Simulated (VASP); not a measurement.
# PbS (wurtzite type) in VASP: further runs

The runs below take PbS (wurtzite type) through single point, with PBE.

All numbers are computed with VASP 6.6.1; they aren't measurements. Logs are shortened: lines on timing, memory, paths and dates and some standing lists are left out, and cuts for length are marked.

**1. The cell of the first run**

The typed cell holds 4 atoms: a = 5.032 Å, b = 5.032 Å, c = 6.015 Å, α = 90.00°, β = 90.00°, γ = 120.00°.

**2. Single point, PBE**

INCAR reads:

```
SYSTEM = PbS
PREC = Accurate ; ENCUT = 520
EDIFF = 1E-7 ; ISMEAR = -1
SIGMA = 0.1 ; LREAL = .False.
LASPH = .True. ; NELM = 100
ALGO = Normal ; ISIF = 2
LWAVE = .False. ; LCHARG = .False.
GGA = PE ; NBANDS = 28
```

KPOINTS reads:

```
Automatic mesh
0
Gamma
  8 8 5
  0 0 0
```

POSCAR reads:

```
PbS
1.0
    5.0323911173      0.0000000000      0.0000000000
   -2.5161955587      4.3581785494      0.0000000000
    0.0000000000      0.0000000000      6.0151762331
Pb S
2 2
Direct
    0.3333333333      0.6666666667     -0.0621667602
    0.6666666667      0.3333333333      0.4378332398
    0.3333333333      0.6666666667      0.4381667602
    0.6666666667      0.3333333333      0.9381667602
```

Potentials or basis: VASP PAW PBE potentials, release 64 (Pb_d, S).

The run is started by

```console
cat potpaw_PBE.64/Pb_d/POTCAR potpaw_PBE.64/S/POTCAR > POTCAR
mpirun -np 1 vasp_std > vasp.out
```

OUTCAR:

```text
SYSTEM = PbS
   PREC = Accurate
   ENCUT = 520
   EDIFF = 1E-7
   ISMEAR = -1
   LREAL = .False.
   LASPH = .True.
   NELM = 100
   ISIF = 2
   GGA = PE

 ion  position               nearest neighbor table
   1  0.333  0.667  0.938-   4 2.91   4 2.91   4 2.91   3 3.01   3 3.01
   2  0.667  0.333  0.438-   3 2.91   3 2.91   3 2.91   4 3.01   4 3.01
   3  0.333  0.667  0.438-   2 2.91   2 2.91   2 2.91   1 3.01   1 3.01
   4  0.667  0.333  0.938-   1 2.91   1 2.91   1 2.91   2 3.01   2 3.01

  LATTYP: Found a hexagonal cell.
 ALAT       =     5.0323911173
 C/A-ratio  =     1.1952918787

  Lattice vectors:

 A1 = (   5.0323911173,   0.0000000000,   0.0000000000)
 A2 = (  -2.5161955587,   4.3581785494,   0.0000000000)
 A3 = (   0.0000000000,   0.0000000000,   6.0151762331)

Analysis of symmetry for initial positions (statically):
=====================================================================
 Subroutine PRICEL returns:
 Original cell was already a primitive cell.

 Routine SETGRP: Setting up the symmetry group for a
 hexagonal supercell.

 Subroutine GETGRP returns: Found 12 space group operations
 (whereof  6 operations were pure point group operations)
 out of a pool of 24 trial point group operations.

The static configuration has the point symmetry C_3v.
 The point group associated with its full space group is C_6v.

Analysis of symmetry for dynamics (positions and initial velocities):
=====================================================================
 Subroutine PRICEL returns:
 Original cell was already a primitive cell.

 Routine SETGRP: Setting up the symmetry group for a
 hexagonal supercell.

 Subroutine GETGRP returns: Found 12 space group operations
 (whereof  6 operations were pure point group operations)
 out of a pool of 24 trial point group operations.

The dynamic configuration has the point symmetry C_3v.
 The point group associated with its full space group is C_6v.

 Subroutine INISYM returns: Found 12 space group operations
 (whereof  6 operations are pure point group operations),
 and found     1 'primitive' translations

----------------------------------------------------------------------------------------

                                     Primitive cell

  volume of cell :     131.9252

  direct lattice vectors                    reciprocal lattice vectors
     5.032391117  0.000000000  0.000000000     0.198712695  0.114726828  0.000000000
    -2.516195559  4.358178549  0.000000000     0.000000000  0.229453656  0.000000000
     0.000000000  0.000000000  6.015176233     0.000000000  0.000000000  0.166246168

  length of vectors
     5.032391117  5.032391117  6.015176233     0.229453656  0.229453656  0.166246168

  position of ions in fractional coordinates (direct lattice)
     0.333333333  0.666666667  0.937833240
     0.666666667  0.333333333  0.437833240
     0.333333333  0.666666667  0.438166760
     0.666666667  0.333333333  0.938166760

  ion indices of the primitive-cell ions
   primitive index   ion index
                 1           1
                 2           2
                 3           3
                 4           4

----------------------------------------------------------------------------------------

 KPOINTS: Automatic mesh

Automatic generation of k-mesh.
 Grid dimensions read from file:
 generate k-points for:    8    8    5

 Generating k-lattice:

  Cartesian coordinates                     Fractional coordinates (reciprocal lattice)
     0.024839087  0.014340853  0.000000000     0.125000000  0.000000000  0.000000000
     0.000000000  0.028681707  0.000000000     0.000000000  0.125000000  0.000000000
     0.000000000  0.000000000  0.033249234     0.000000000  0.000000000  0.200000000

  Length of vectors
     0.028681707  0.028681707  0.033249234

  Shift w.r.t. Gamma in fractional coordinates (k-lattice)
     0.000000000  0.000000000  0.000000000

 Subroutine IBZKPT returns following result:
 ===========================================

 Found     30 irreducible k-points:

 Following reciprocal coordinates:
            Coordinates               Weight
  0.000000  0.000000  0.000000      1.000000
  0.125000  0.000000  0.000000      6.000000
  0.250000  0.000000  0.000000      6.000000
  0.375000  0.000000  0.000000      6.000000
  0.500000  0.000000  0.000000      3.000000
  0.125000  0.125000  0.000000      6.000000
[... 16 lines left out ...]
  0.250000  0.000000  0.400000     12.000000
  0.375000  0.000000  0.400000     12.000000
 [... further k-points ...]
   k-points           NKPTS =     30   k-points in BZ     NKDIM =     30   number of bands    NBANDS=     28
   number of dos      NEDOS =    301   number of ions     NIONS =      4
   total plane-waves  NPLWV =  76800
   dimension x,y,z NGX =    40 NGY =   40 NGZ =   48
   dimension x,y,z NGXF=    80 NGYF=   80 NGZF=   96
   ions per type =               2   2
   NGX,Y,Z   is equivalent  to a cutoff of  13.21, 13.21, 13.27 a.u.
   NGXF,Y,Z  is equivalent  to a cutoff of  26.43, 26.43, 26.53 a.u.
 SYSTEM =  PbS
   PREC   = accura    normal or accurate (medium, high low for compatibility)
   ISTART =      0    job   : 0-new  1-cont  2-samecut
   ICHARG =      2    charge: 1-file 2-atom 10-const
   ISPIN  =      1    spin polarized calculation?
   LNONCOLLINEAR =      F non collinear calculations
   LSORBIT =      F    spin-orbit coupling
   LASPH  =      T    aspherical Exc in radial PAW
   ENCUT  =  520.0 eV  38.22 Ry    6.18 a.u.   9.36  9.36 11.18*2*pi/ulx,y,z
   NELM   =    100;   NELMIN=  2; NELMDL= -5     # of ELM steps
   EDIFF  = 0.1E-06   stopping-criterion for ELM
   LREAL  =      F    real-space projection
   EDIFFG = 0.1E-05   stopping-criterion for IOM
   NSW    =      0    number of steps for IOM
   IBRION =     -1    ionic relax: 0-MD 1-quasi-New 2-CG
   NFREE  =      0    steps in history (QN), initial steepest desc. (CG)
   ISIF   =      2    stress and relaxation
   ISYM   =      2    0-nonsym 1-usesym 2-fastsym
   POTIM  = 0.5000    time-step for ionic-motion
   TEBEG  =    0.0;   TEEND  =   0.0 temperature during run
   PSTRESS=    0.0 pullay stress
   NELECT =      40.0000    total number of electrons
   NUPDOWN=      -1.0000    fix difference up-down
   EMIN   =  10.00;   EMAX   =-10.00  energy-range for DOS
   EFERMI =   0.00;   METHOD = LEGACY
   ISMEAR =    -1;   SIGMA  =   0.10  broadening in eV -4-tet -1-fermi 0-gaus
   EFERMI_NEDOS =   21; number of points for ismear=-14 and -15
   IALGO  =     38    algorithm
   IMIX   =      4    mixing-type and parameters
     AMIX     =   0.40;   BMIX     =  1.00
     AMIX_MAG =   1.60;   BMIX_MAG =  1.00
  volume/ion in A,a.u.               =      32.98       222.57
  Fermi-wavevector in a.u.,A,eV,Ry     =   1.099813  2.078345 16.457457  1.209589
  Thomas-Fermi vector in A             =   2.236214
   LORBIT       =      0    0 simple, 1 ext, 2 COOP (PROOUT), +10 PAW based schemes
   GGA     = PE    functional components
   LHFCALC =     F    Hartree Fock is set to
   AEXX    =    0.0000 exact exchange contribution
   IVDW    =     0    specifies the selected vdW correction
   LEPSILON=     F    determine dielectric tensor
   LRPA    =     F    only Hartree local field effects (RPA)
 non-spin polarized calculation
  energy-cutoff  :      520.00
  volume of cell :      131.93
 maximum number of plane-waves:      3599
 NGX is ok and might be reduce to    40
   NGX = 19   NGY = 19   NGZ = 23

 number of electron      39.9999997 magnetization

 Free energy of the ion-electron system (eV)
  ---------------------------------------------------
  ext. energy  EPLUGINS =         0.00000000
  ---------------------------------------------------
  free energy    TOTEN  =       -17.24306946 eV

  energy without entropy =      -17.24300199  energy(sigma->0) =      -17.24303573

 E-fermi :   4.1850     XC(G=0):  -8.3223

 val. band max:        3.3266317747   @ k =   0.3750   0.2500   0.4000
 cond. band min:       5.1546406070   @ k =   0.2500   0.1250   0.4000
 fundamental gap:      1.8280088322
 Fermi energy:         4.1849849309

 k-point     1 :       0.0000    0.0000    0.0000
  band No.  band energies     occupation
      1     -13.2009      2.00000
      2     -13.1208      2.00000
      3     -13.1208      2.00000
      4     -13.1202      2.00000
      5     -13.1202      2.00000
      6     -13.1175      2.00000
[... 20 lines left out ...]
     27       9.0717      0.00000
     28      10.2631      0.00000

 k-point     2 :       0.1250    0.0000    0.0000
  band No.  band energies     occupation
      1     -13.2005      2.00000
      2     -13.1256      2.00000
      3     -13.1211      2.00000
      4     -13.1186      2.00000
      5     -13.1173      2.00000
      6     -13.1169      2.00000
[... 20 lines left out ...]
     27       9.2758      0.00000
     28      10.0498      0.00000

 k-point     3 :       0.2500    0.0000    0.0000
  band No.  band energies     occupation
      1     -13.1989      2.00000
      2     -13.1369      2.00000
      3     -13.1212      2.00000
      4     -13.1189      2.00000
      5     -13.1152      2.00000
      6     -13.1104      2.00000
[... 20 lines left out ...]
     27       9.7018      0.00000
     28      10.5534      0.00000

 k-point     4 :       0.3750    0.0000    0.0000
  band No.  band energies     occupation
      1     -13.1961      2.00000
      2     -13.1489      2.00000
      3     -13.1236      2.00000
      4     -13.1161      2.00000
      5     -13.1132      2.00000
      6     -13.1049      2.00000
[... 578 lines left out ...]
     27       9.8225      0.00000
     28      10.6226      0.00000

 k-point    23 :       0.2500    0.0000    0.4000
  band No.  band energies     occupation
      1     -13.1565      2.00000
      2     -13.1367      2.00000
      3     -13.1269      2.00000
      4     -13.1228      2.00000
      5     -13.1149      2.00000
      6     -13.1120      2.00000
[... 20 lines left out ...]
     27      10.6273      0.00000
     28      11.1771      0.00000

 k-point    24 :       0.3750    0.0000    0.4000
  band No.  band energies     occupation
      1     -13.1569      2.00000
      2     -13.1376      2.00000
      3     -13.1214      2.00000
      4     -13.1178      2.00000
      5     -13.1168      2.00000
      6     -13.1104      2.00000
[... 20 lines left out ...]
     27      10.5851      0.00000
     28      10.8899      0.00000

 [... further k-points ...]

------------------------ aborting loop because EDIFF is reached ----------------------------------------

  FORCE on cell =-STRESS in cart. coord.  units (eV):
  Direction    XX          YY          ZZ          XY          YZ          ZX
  --------------------------------------------------------------------------------------
  -------------------------------------------------------------------------------------
  Total       -0.0295226     -0.0295226     -0.0384036      0.0000000     -0.0000000      0.0000000
  in kB       -0.3585404     -0.3585404     -0.4663955      0.0000000     -0.0000000      0.0000000
  external PRESSURE =      -0.3944921 kB  Pullay stress =       0.0000000 kB

 VOLUME and BASIS-vectors are now :
 -----------------------------------------------------------------------------
  energy-cutoff  :      520.00
  volume of cell :      131.93
      direct lattice vectors                 reciprocal lattice vectors
     5.032391117  0.000000000  0.000000000     0.198712695  0.114726828  0.000000000
    -2.516195559  4.358178549  0.000000000     0.000000000  0.229453656  0.000000000
     0.000000000  0.000000000  6.015176233     0.000000000  0.000000000  0.166246168

 POSITION                                       TOTAL-FORCE (eV/Angst)
 -----------------------------------------------------------------------------------
     -0.00000      2.90545      5.64123        -0.000000      0.000000      0.000305
      2.51620      1.45273      2.63364         0.000000      0.000000      0.000305
     -0.00000      2.90545      2.63565         0.000000      0.000000     -0.000305
      2.51620      1.45273      5.64324         0.000000      0.000000     -0.000305
 -----------------------------------------------------------------------------------
    total drift:                               -0.000000      0.000000     -0.000038

  FREE ENERGIE OF THE ION-ELECTRON SYSTEM (eV)
  ---------------------------------------------------
  free  energy   TOTEN  =       -17.2430694625 eV

  energy  without entropy=      -17.2430019948  energy(sigma->0) =      -17.24303573
```

Wall time 2.1 min (1 thread of Intel Xeon 6975P-C (Granite Rapids), shared host); peak memory 0.3 GiB.

Results:

| Property | Result |
| --- | --- |
| Free energy | -17.2431 eV |
| Pressure | 0.0 GPa |
| Band gap on the k mesh | 1.83 eV, indirect (least direct gap 1.95 eV) |

Caveat: spin-orbit coupling is left out, which moves the levels of the heavy elements.

**3. Single point, PBE**

INCAR reads:

```
SYSTEM = PbS
  PREC = Accurate
  ENCUT = 520
  EDIFF = 1E-7
  ISMEAR = -1
  SIGMA = 0.1
  LREAL = .FALSE.
  LASPH = .TRUE.
  NELM = 60
  ALGO = Normal
  ISIF = 2
  LWAVE = .FALSE.
  LCHARG = .FALSE.
  GGA = PE
  NBANDS = 28
```

KPOINTS reads:

```
Automatic mesh
0
G
  8 8 5
  0 0 0
```

Edit POSCAR of step 2 so:

```diff
@@ -4,3 +4,3 @@
    -2.5161955587      4.3581785494      0.0000000000
-    0.0000000000      0.0000000000      6.0151762331
+    0.0000000000      0.0000000000      6.0151762330
 Pb S
```

Potentials or basis: VASP PAW PBE potentials, release 64 (Pb_d, S).

The run is started by

```console
cat potpaw_PBE.64/Pb_d/POTCAR potpaw_PBE.64/S/POTCAR > POTCAR
mpirun -np 1 vasp_std > vasp.out
```

Run time: 2.3 min. Hardware: 1 thread of Intel Xeon 6975P-C (Granite Rapids), shared host; peak memory 0.3 GiB.

Results (log left out):

```yaml
Free_energy: -17.2431 eV
Pressure: 0.0 GPa
Band_gap_on_the_k_mesh: 1.83 eV, indirect (least direct gap 1.95 eV)
```

Levels at points of the mesh, in eV from the valence-band top:
```tsv
k point	band 18	band 19	band 20	band 21	band 22	band 23
(0.00, 0.00, 0.00)	-1.64	-1.60	-1.60	2.26	2.26	3.57
(0.50, 0.00, 0.00)	-1.96	-1.83	-0.50	3.16	3.29	4.44
```

Caveat: spin-orbit coupling is left out, which moves the levels of the heavy elements. A k mesh can miss the band edges.

**4. Single point, PBE**

This run uses another cell than the first one, of 27.48 Å³/atom, 0.833 times its volume.

INCAR reads:

```
PREC = Accurate ; ENCUT = 520
EDIFF = 1E-7 ; ISMEAR = -1
SIGMA = 0.1 ; LREAL = False
LASPH = True ; NELM = 100
ALGO = Normal ; ISIF = 2
LWAVE = False ; LCHARG = False
GGA = PE ; NBANDS = 28
```

KPOINTS reads:

```
regular mesh
0
Gamma
  9 9 5
```

POSCAR reads:

```
PbS
1.0
    4.1536403067      0.0000000000      0.0000000000
   -2.0768201534      3.5971580238      0.0000000000
    0.0000000000      0.0000000000      7.3565944771
Pb S
2 2
Direct
    0.0000000000      0.0000000000      0.0000000000
    0.0000000000      0.0000000000      0.5000000000
    0.3333333333      0.6666666667      0.2500000000
    0.6666666667      0.3333333333      0.7500000000
```

The run is started by

```console
cat potpaw_PBE.64/Pb_d/POTCAR potpaw_PBE.64/S/POTCAR > POTCAR
mpirun -np 1 vasp_std > vasp.out
```

Run time: 87 s. Hardware: 1 thread of Intel Xeon 6975P-C (Granite Rapids), shared host; peak memory 0.27 GiB.

The run converged. Its results:

- Free energy: -17.2987 eV
- Pressure: -0.1 GPa

Levels at points of the mesh, in eV from the Fermi level:
```
           k point  band 16  band 17  band 18  band 19  band 20  band 21  band 22  band 23  band 24  band 25
(0.00, 0.00, 0.00)    -2.11    -2.11    -1.69    -1.69     0.05     0.06     3.07     3.07     3.45     3.45
```

Caveat: spin-orbit coupling is left out, which moves the levels of the heavy elements.

**5. Single point, PBE**

This run uses another cell than the first one, of 27.48 Å³/atom, 0.833 times its volume.

INCAR reads:

```
SYSTEM = PbS
PREC     = Accurate       ! precision mode
ENCUT    = 520            ! plane-wave cutoff, eV
EDIFF    = 1E-6           ! SCF threshold, eV
ISMEAR   = -1             ! smearing method
SIGMA    = 0.1            ! smearing width, eV
LREAL    = .False.        ! projectors in reciprocal space
LASPH    = .True.         ! aspherical terms in the spheres
NELM     = 60             ! most SCF steps
ALGO     = Normal         ! electronic algorithm
ISIF     = 2              ! what is computed and relaxed
LWAVE    = .False.        ! write WAVECAR
LCHARG   = .False.        ! write CHGCAR
GGA      = PE             ! functional
NBANDS   = 28             ! bands
```

KPOINTS reads:

```
regular mesh
0
Gamma
  9 9 5
  0 0 0
```

POSCAR is that of step 4.

The run is started by

```console
cat potpaw_PBE.64/Pb_d/POTCAR potpaw_PBE.64/S/POTCAR > POTCAR
mpirun -np 1 vasp_std > vasp.out
```

Run time: 94 s. Hardware: 1 thread of Intel Xeon 6975P-C (Granite Rapids), shared host; peak memory 0.27 GiB.

It converged, with:

- Free energy: -17.2987 eV
- Pressure: -0.1 GPa

Levels at points of the mesh, in eV from the Fermi level:
| k point | band 16 | band 17 | band 18 | band 19 | band 20 | band 21 | band 22 | band 23 | band 24 | band 25 |
| --- | --- | --- | --- | --- | --- | --- | --- | --- | --- | --- |
| (0.00, 0.00, 0.00) | -2.11 | -2.11 | -1.69 | -1.69 | 0.05 | 0.06 | 3.07 | 3.07 | 3.45 | 3.45 |

Caveat: spin-orbit coupling is left out, which moves the levels of the heavy elements.
